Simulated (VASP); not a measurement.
Input of a VASP 6.6.1 run:

INCAR

```
SYSTEM = BaTe
  PREC = Accurate
  ENCUT = 520
  EDIFF = 1E-7
  ISMEAR = -1
  SIGMA = 0.02
  LREAL = .False.
  LASPH = .True.
  NELM = 80
  ALGO = Normal
  ISIF = 2
  LWAVE = .False.
  LCHARG = .False.
  GGA = PE
  NBANDS = 15
```

Contents of KPOINTS:

```
regular mesh
0
Gamma
  6 6 6
  0 0 0
```

The input POSCAR:

```
BaTe
1.0
    0.0000000000      3.5719495752      3.5323868426
    3.5719495752      0.0000000000      3.5323868426
    3.5719495752      3.5719495752      0.0000000000
Ba Te
1 1
Direct
    0.0000000000      0.0000000000      0.0000000000
    0.5000000000      0.5000000000      0.5000000000
```

Potentials or basis: VASP PAW PBE potentials, release 64 (Ba_sv, Te).

Run with:

```sh
$ cat potpaw_PBE.64/Ba_sv/POTCAR potpaw_PBE.64/Te/POTCAR > POTCAR
$ mpirun -np 1 vasp_std > vasp.out
```

Task: What does it give for the band gap on the k mesh?

Result: 1.61 eV, indirect (least direct gap 1.99 eV).

Task: Estimate the pressure.

Result: -0.3 GPa.

Stress tensor (GPa, compression positive):
```
-0.52  0.00  0.00
 0.00 -0.52  0.00
 0.00  0.00  0.09
```

Caveat: the cell differs from its parent crystal (biaxial xy strain +1.1%); spin-orbit coupling is left out, which moves the levels of the heavy elements. A k mesh can miss the band edges.
